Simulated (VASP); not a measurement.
# SrO (I4mm) in VASP: further runs

The runs below take SrO through single point, with LDA.

Everything below comes from runs of VASP 6.6.1. Logs are shortened: lines on timing, memory, paths and dates and some standing lists are left out, and cuts for length are marked.

### Step 1. The cell of the first run

Symmetry: I4mm, No. 107, tetragonal system. Conventional cell: a = 3.581 Å, b = 3.581 Å, c = 5.064 Å, α = 90.00°, β = 90.00°, γ = 90.00°. Within 3.1 Å of Sr (site symmetry 4mm) lie 6 O at 2.37 to 2.69 Å. Within 3.1 Å of O (site symmetry 4mm) lie 6 Sr at 2.37 to 2.69 Å.

### Step 2. Single point, LDA (atoms displaced along a vibrational mode)

INCAR

```
ALGO = Normal
EDIFF = 1E-7
ENCUT = 520
ISIF = 2
ISMEAR = 0
LASPH = True
LCHARG = False
LREAL = False
LWAVE = False
NBANDS = 24
NELM = 100
PREC = Accurate
SIGMA = 0.05
```

KPOINTS

```
k-points
0
Gamma
  9 9 8
```

POSCAR

```
SrO
1.0
    0.0000000000     -2.5321850030     -2.5321850030
   -2.5321850030      0.0000000000     -2.5321850030
    2.5321850030      2.5321850030     -5.0643700061
Sr O
2 2
Direct
   -0.0024517324     -0.0024517324     -0.0024517324
    0.4975482676      0.4975482676      0.4975482676
    0.7634271390      0.7634271390      0.7634271390
    0.2634271390      0.2634271390      0.2634271390
```

Potentials or basis: VASP PAW LDA potentials, release 64 (Sr_sv, O).

Launch:

```console
$ cat potpaw_LDA.64/Sr_sv/POTCAR potpaw_LDA.64/O/POTCAR > POTCAR
$ mpirun -np 1 vasp_std > vasp.out
```

OUTCAR:

```text
EDIFF = 1E-7
   ENCUT = 520
   ISIF = 2
   ISMEAR = 0
   LASPH = True
   LREAL = False
   NELM = 100
   PREC = Accurate

 ion  position               nearest neighbor table
   1  0.998  0.998  0.998-   3 2.37   3 2.54   3 2.54   4 2.54   4 2.54   4 2.69   2 3.58   2 3.58
                             2 3.58   2 3.58   2 3.58   2 3.58   2 5.06   2 5.06   2 5.06   2 5.06
   2  0.498  0.498  0.498-   4 2.37   4 2.54   4 2.54   3 2.54   3 2.54   3 2.69   1 3.58   1 3.58
                             1 3.58   1 3.58   1 3.58   1 3.58   1 5.06   1 5.06   1 5.06   1 5.06
   3  0.763  0.763  0.763-   1 2.37   1 2.54   1 2.54   2 2.54   2 2.54   2 2.69
   4  0.263  0.263  0.263-   2 2.37   2 2.54   2 2.54   1 2.54   1 2.54   1 2.69

  LATTYP: Found a trigonal (rhomboedric) cell.
 ALAT       =     6.2025611917
 COS(alpha) =     0.8333333333

  Lattice vectors:

 A1 = (   2.5321850030,   5.0643700060,  -2.5321850031)
 A2 = (   5.0643700060,   2.5321850030,  -2.5321850031)
 A3 = (   2.5321850030,   2.5321850030,  -5.0643700061)

Analysis of symmetry for initial positions (statically):
=====================================================================
 Subroutine PRICEL returns following result:

  LATTYP: Found a face centered cubic cell.
 ALAT       =     5.0643700060

  Lattice vectors:

 A1 = (   0.0000000000,  -2.5321850030,   2.5321850030)
 A2 = (   2.5321850030,  -2.5321850030,   0.0000000000)
 A3 = (   2.5321850030,   0.0000000000,   2.5321850030)

   2 primitive cells build up your supercell.

 Routine SETGRP: Setting up the symmetry group for a
 trigonal (rhombohedral) supercell.

 Subroutine GETGRP returns: Found  2 space group operations
 (whereof  2 operations were pure point group operations)
 out of a pool of 12 trial point group operations.

The static configuration has the point symmetry C_1h.

Analysis of symmetry for dynamics (positions and initial velocities):
=====================================================================
 Subroutine PRICEL returns following result:

  LATTYP: Found a face centered cubic cell.
 ALAT       =     5.0643700060

  Lattice vectors:

 A1 = (   0.0000000000,  -2.5321850030,   2.5321850030)
 A2 = (   2.5321850030,  -2.5321850030,   0.0000000000)
 A3 = (   2.5321850030,   0.0000000000,   2.5321850030)

   2 primitive cells build up your supercell.

 Routine SETGRP: Setting up the symmetry group for a
 trigonal (rhombohedral) supercell.

 Subroutine GETGRP returns: Found  2 space group operations
 (whereof  2 operations were pure point group operations)
 out of a pool of 12 trial point group operations.

The dynamic configuration has the point symmetry C_1h.

 Subroutine INISYM returns: Found  2 space group operations
 (whereof  2 operations are pure point group operations),
 and found     2 'primitive' translations

----------------------------------------------------------------------------------------

                                     Primitive cell

  volume of cell :      32.4725

  direct lattice vectors                    reciprocal lattice vectors
     0.000000000 -2.532185003  2.532185003    -0.197457926 -0.197457926  0.197457926
     2.532185003 -2.532185003  0.000000000     0.197457926 -0.197457926 -0.197457926
     2.532185003  0.000000000  2.532185003     0.197457926  0.197457926  0.197457926

  length of vectors
     3.581050374  3.581050374  3.581050374     0.342007161  0.342007161  0.342007161

  position of ions in fractional coordinates (direct lattice)
     0.004903465  0.995096535  0.004903465
     0.473145722  0.526854278  0.473145722

  ion indices of the primitive-cell ions
   primitive index   ion index
                 1           1
                 2           3

----------------------------------------------------------------------------------------

 KPOINTS: k-points

Automatic generation of k-mesh.
 Grid dimensions read from file:
 generate k-points for:    9    9    8

 Generating k-lattice:

  Cartesian coordinates                     Fractional coordinates (reciprocal lattice)
     0.010969885 -0.032909654 -0.010969885     0.111111111  0.000000000 -0.000000000
    -0.032909654  0.010969885 -0.010969885     0.000000000  0.111111111 -0.000000000
     0.012341120  0.012341120 -0.012341120     0.000000000  0.000000000  0.125000000

  Length of vectors
     0.036382992  0.036382992  0.021375448

  Shift w.r.t. Gamma in fractional coordinates (k-lattice)
     0.000000000  0.000000000  0.000000000

 -----------------------------------------------------------------------------
|                                                                             |
|           W    W    AA    RRRRR   N    N  II  N    N   GGGG   !!!           |
|           W    W   A  A   R    R  NN   N  II  NN   N  G    G  !!!           |
|           W    W  A    A  R    R  N N  N  II  N N  N  G       !!!           |
|           W WW W  AAAAAA  RRRRR   N  N N  II  N  N N  G  GGG   !            |
|           WW  WW  A    A  R   R   N   NN  II  N   NN  G    G                |
|           W    W  A    A  R    R  N    N  II  N    N   GGGG   !!!           |
|                                                                             |
|     Your reciprocal lattice and k-lattice belong to different lattice       |
|     classes:                                                                |
|                                                                             |
|        The reciprocal lattice is rhombohedral (trigonal),                   |
|        whereas your k-lattice is base-centered monoclinic.                  |
|                                                                             |
|     Results are often still useful ...                                      |
|                                                                             |
 -----------------------------------------------------------------------------

 WARNING: IBZKPT: internal override: KBLOWUP is changed to .FALSE.
      ... skipping the blow-up phase ...

 Subroutine IBZKPT returns following result:
 ===========================================

 Found    185 irreducible k-points:

 Following reciprocal coordinates:
            Coordinates               Weight
  0.000000  0.000000  0.000000      1.000000
  0.111111  0.000000  0.000000      4.000000
  0.222222  0.000000 -0.000000      4.000000
  0.333333  0.000000 -0.000000      4.000000
  0.444444  0.000000 -0.000000      4.000000
  0.111111  0.111111  0.000000      2.000000
[... 16 lines left out ...]
 -0.333333  0.333333  0.000000      2.000000
  0.444444  0.444444 -0.000000      2.000000
 [... further k-points ...]
   k-points           NKPTS =    185   k-points in BZ     NKDIM =    185   number of bands    NBANDS=     24
   number of dos      NEDOS =    301   number of ions     NIONS =      4
   total plane-waves  NPLWV =  37632
   dimension x,y,z NGX =    28 NGY =   28 NGZ =   48
   dimension x,y,z NGXF=    56 NGYF=   56 NGZF=   96
   ions per type =               2   2
   NGX,Y,Z   is equivalent  to a cutoff of  13.00, 13.00, 12.87 a.u.
   NGXF,Y,Z  is equivalent  to a cutoff of  26.00, 26.00, 25.73 a.u.
 SYSTEM =  unknown system
   PREC   = accura    normal or accurate (medium, high low for compatibility)
   ISTART =      0    job   : 0-new  1-cont  2-samecut
   ICHARG =      2    charge: 1-file 2-atom 10-const
   ISPIN  =      1    spin polarized calculation?
   LNONCOLLINEAR =      F non collinear calculations
   LSORBIT =      F    spin-orbit coupling
   LASPH  =      T    aspherical Exc in radial PAW
   ENCUT  =  520.0 eV  38.22 Ry    6.18 a.u.   6.66  6.66 11.53*2*pi/ulx,y,z
   NELM   =    100;   NELMIN=  2; NELMDL= -5     # of ELM steps
   EDIFF  = 0.1E-06   stopping-criterion for ELM
   LREAL  =      F    real-space projection
   EDIFFG = 0.1E-05   stopping-criterion for IOM
   NSW    =      0    number of steps for IOM
   IBRION =     -1    ionic relax: 0-MD 1-quasi-New 2-CG
   NFREE  =      0    steps in history (QN), initial steepest desc. (CG)
   ISIF   =      2    stress and relaxation
   ISYM   =      2    0-nonsym 1-usesym 2-fastsym
   POTIM  = 0.5000    time-step for ionic-motion
   TEBEG  =    0.0;   TEEND  =   0.0 temperature during run
   PSTRESS=    0.0 pullay stress
   NELECT =      32.0000    total number of electrons
   NUPDOWN=      -1.0000    fix difference up-down
   EMIN   =  10.00;   EMAX   =-10.00  energy-range for DOS
   EFERMI =   0.00;   METHOD = LEGACY
   ISMEAR =     0;   SIGMA  =   0.05  broadening in eV -4-tet -1-fermi 0-gaus
   EFERMI_NEDOS =   21; number of points for ismear=-14 and -15
   IALGO  =     38    algorithm
   IMIX   =      4    mixing-type and parameters
     AMIX     =   0.40;   BMIX     =  1.00
     AMIX_MAG =   1.60;   BMIX_MAG =  1.00
  volume/ion in A,a.u.               =      16.24       109.57
  Fermi-wavevector in a.u.,A,eV,Ry     =   1.293032  2.443477 22.748025  1.671933
  Thomas-Fermi vector in A             =   2.424703
   LORBIT       =      0    0 simple, 1 ext, 2 COOP (PROOUT), +10 PAW based schemes
   GGA     = CA    functional components
   LHFCALC =     F    Hartree Fock is set to
   AEXX    =    0.0000 exact exchange contribution
   IVDW    =     0    specifies the selected vdW correction
   LEPSILON=     F    determine dielectric tensor
   LRPA    =     F    only Hartree local field effects (RPA)
 non-spin polarized calculation
 Gauss-broadening in eV      SIGMA  =   0.05
  energy-cutoff  :      520.00
  volume of cell :       64.95
 maximum number of plane-waves:      1773
   NGX = 13   NGY = 13   NGZ = 23

 number of electron      32.0000003 magnetization

 Free energy of the ion-electron system (eV)
  ---------------------------------------------------
  ext. energy  EPLUGINS =         0.00000000
  ---------------------------------------------------
  free energy    TOTEN  =       -26.70118963 eV

  energy without entropy =      -26.70118963  energy(sigma->0) =      -26.70118963

 E-fermi :   1.8211     XC(G=0): -10.7373

 val. band max:        1.5084962446   @ k =   0.4444   0.0000   0.5000
 cond. band min:       4.7034451535   @ k =  -0.4444  -0.4444   0.1250
 fundamental gap:      3.1949489089
 Fermi energy:         1.8210894649

 k-point     1 :       0.0000    0.0000    0.0000
  band No.  band energies     occupation
      1     -30.3498      2.00000
      2     -30.1706      2.00000
      3     -15.0036      2.00000
      4     -13.3377      2.00000
      5     -12.1330      2.00000
      6     -12.1186      2.00000
[... 637 lines left out ...]
     23      11.6563      0.00000
     24      12.1153      0.00000

 [... further k-points ...]

------------------------ aborting loop because EDIFF is reached ----------------------------------------

  FORCE on cell =-STRESS in cart. coord.  units (eV):
  Direction    XX          YY          ZZ          XY          YZ          ZX
  --------------------------------------------------------------------------------------
  -------------------------------------------------------------------------------------
  Total        0.1734289      0.1734289      1.6708079      0.0001495      0.0000252      0.0000252
  in kB        4.2784424      4.2784424     41.2183707      0.0036889      0.0006220      0.0006221
  external PRESSURE =      16.5917518 kB  Pullay stress =       0.0000000 kB

 VOLUME and BASIS-vectors are now :
 -----------------------------------------------------------------------------
  energy-cutoff  :      520.00
  volume of cell :       64.95
      direct lattice vectors                 reciprocal lattice vectors
     0.000000000 -2.532185003 -2.532185003     0.098728963 -0.296186890 -0.098728963
    -2.532185003  0.000000000 -2.532185003    -0.296186890  0.098728963 -0.098728963
     2.532185003  2.532185003 -5.064370006     0.098728963  0.098728963 -0.098728963

 POSITION                                       TOTAL-FORCE (eV/Angst)
 -----------------------------------------------------------------------------------
      0.00000      0.00000    -10.10391        -0.000005     -0.000005     -0.496240
      0.00000      0.00000     -5.03954        -0.000005     -0.000005     -0.496240
      0.00000      0.00000     -7.73256         0.000005      0.000005      0.496240
      0.00000      0.00000     -2.66819         0.000005      0.000005      0.496240
 -----------------------------------------------------------------------------------
    total drift:                                0.000049      0.000049     -0.000291

  FREE ENERGIE OF THE ION-ELECTRON SYSTEM (eV)
  ---------------------------------------------------
  free  energy   TOTEN  =       -26.7011896295 eV

  energy  without entropy=      -26.7011896295  energy(sigma->0) =      -26.70118963
```

Run time: 2.1 min. Hardware: 1 thread of Intel Xeon 6975P-C (Granite Rapids), shared host; peak memory 0.34 GiB.

Results:

| Item | Value |
| --- | --- |
| Free energy | -26.7012 eV |
| Pressure | 1.7 GPa |
| Largest force | 0.496 eV/Å |
| Band gap on the k mesh | 3.19 eV |

Forces on the atoms (eV/Å):
```
Sr   0.000  0.000 -0.496
Sr   0.000  0.000 -0.496
O    0.000  0.000  0.496
O    0.000  0.000  0.496
```

Stress tensor (GPa, compression positive):
```
0.43 0.00 0.00
0.00 0.43 0.00
0.00 0.00 4.12
```

Caveat: the cell differs from its parent crystal (atoms displaced along a vibrational mode); an odd mesh through Γ misses points on the zone boundary, where band edges can lie.

### Step 3. Single point, LDA (atoms displaced along a vibrational mode, the cell strained)

INCAR

```
SYSTEM = SrO
PREC     = Accurate       ! precision mode
ENCUT    = 520            ! plane-wave cutoff, eV
EDIFF    = 1E-7           ! SCF threshold, eV
ISMEAR   = 0              ! smearing method
SIGMA    = 0.05           ! smearing width, eV
LREAL    = .False.        ! projectors in reciprocal space
LASPH    = .True.         ! aspherical terms in the spheres
NELM     = 100            ! most SCF steps
ALGO     = Normal         ! electronic algorithm
ISIF     = 2              ! what is computed and relaxed
LWAVE    = .False.        ! write WAVECAR
LCHARG   = .False.        ! write CHGCAR
NBANDS   = 24             ! bands
```

KPOINTS

```
Automatic mesh
0
Gamma
  9 9 8
  0 0 0
```

POSCAR

```
SrO
1.0
    0.0000000000     -2.5744724926     -2.5744724925
   -2.5744724926      0.0000000000     -2.5744724925
    2.5744724926      2.5744724926     -5.1489449852
Sr O
2 2
Direct
   -0.0024517324     -0.0024517324     -0.0024517324
    0.4975482676      0.4975482676      0.4975482676
    0.7634271390      0.7634271390      0.7634271390
    0.2634271390      0.2634271390      0.2634271390
```

Potentials or basis: VASP PAW LDA potentials, release 64 (Sr_sv, O).

Launch:

```console
$ cat potpaw_LDA.64/Sr_sv/POTCAR potpaw_LDA.64/O/POTCAR > POTCAR
$ mpirun -np 1 vasp_std > vasp.out
```

OUTCAR:

```text
SYSTEM = SrO
   PREC = Accurate
   ENCUT = 520
   EDIFF = 1E-7
   ISMEAR = 0
   LREAL = .False.
   LASPH = .True.
   NELM = 100
   ISIF = 2

 ion  position               nearest neighbor table
   1  0.998  0.998  0.998-   3 2.41   3 2.58   3 2.58   4 2.58   4 2.58   4 2.74   2 3.64   2 3.64
                             2 3.64   2 3.64   2 3.64   2 3.64
   2  0.498  0.498  0.498-   4 2.41   4 2.58   4 2.58   3 2.58   3 2.58   3 2.74   1 3.64   1 3.64
                             1 3.64   1 3.64   1 3.64   1 3.64
   3  0.763  0.763  0.763-   1 2.41   1 2.58   1 2.58   2 2.58   2 2.58   2 2.74
   4  0.263  0.263  0.263-   2 2.41   2 2.58   2 2.58   1 2.58   1 2.58   1 2.74

  LATTYP: Found a trigonal (rhomboedric) cell.
 ALAT       =     6.3061439637
[... 886 lines left out ...]
  -------------------------------------------------------------------------------------
  Total       -1.8026770     -1.8026770     -0.5250485     -0.0000918     -0.0000125     -0.0000125
  in kB      -42.3159159    -42.3159159    -12.3249512     -0.0021556     -0.0002927     -0.0002926
  external PRESSURE =     -32.3189277 kB  Pullay stress =       0.0000000 kB

 VOLUME and BASIS-vectors are now :
 -----------------------------------------------------------------------------
  energy-cutoff  :      520.00
  volume of cell :       68.25
      direct lattice vectors                 reciprocal lattice vectors
     0.000000000 -2.574472493 -2.574472492     0.097107272 -0.291321815 -0.097107272
    -2.574472493  0.000000000 -2.574472492    -0.291321815  0.097107272 -0.097107272
     2.574472493  2.574472493 -5.148944985     0.097107272  0.097107272 -0.097107272

 POSITION                                       TOTAL-FORCE (eV/Angst)
 -----------------------------------------------------------------------------------
      0.00000      0.00000    -10.27264        -0.000073     -0.000073     -0.384425
      0.00000      0.00000     -5.12370        -0.000073     -0.000073     -0.384425
      0.00000      0.00000     -7.86169         0.000073      0.000073      0.384425
      0.00000      0.00000     -2.71274         0.000073      0.000073      0.384425
 -----------------------------------------------------------------------------------
    total drift:                                0.000358      0.000358     -0.000183

  FREE ENERGIE OF THE ION-ELECTRON SYSTEM (eV)
  ---------------------------------------------------
  free  energy   TOTEN  =       -26.6849986889 eV

  energy  without entropy=      -26.6849986889  energy(sigma->0) =      -26.68499869
```

It took 5.7 min on 1 thread of Intel Xeon Platinum 8375C at 2.90GHz (Ice Lake), shared host; peak memory 0.36 GiB.

Results:

| Property | Result |
| --- | --- |
| Free energy | -26.6850 eV |
| Pressure | -3.2 GPa |
| Largest force | 0.384 eV/Å |
| Band gap on the k mesh | 3.23 eV |

Forces in eV/Å, atoms in the order of the input:
```
Sr   0.000  0.000 -0.384
Sr   0.000  0.000 -0.384
O    0.000  0.000  0.384
O    0.000  0.000  0.384
```

Caveat: the cell differs from its parent crystal (atoms displaced along a vibrational mode, the cell strained); the cell stands under tension; an odd mesh through Γ misses points on the zone boundary, where band edges can lie.
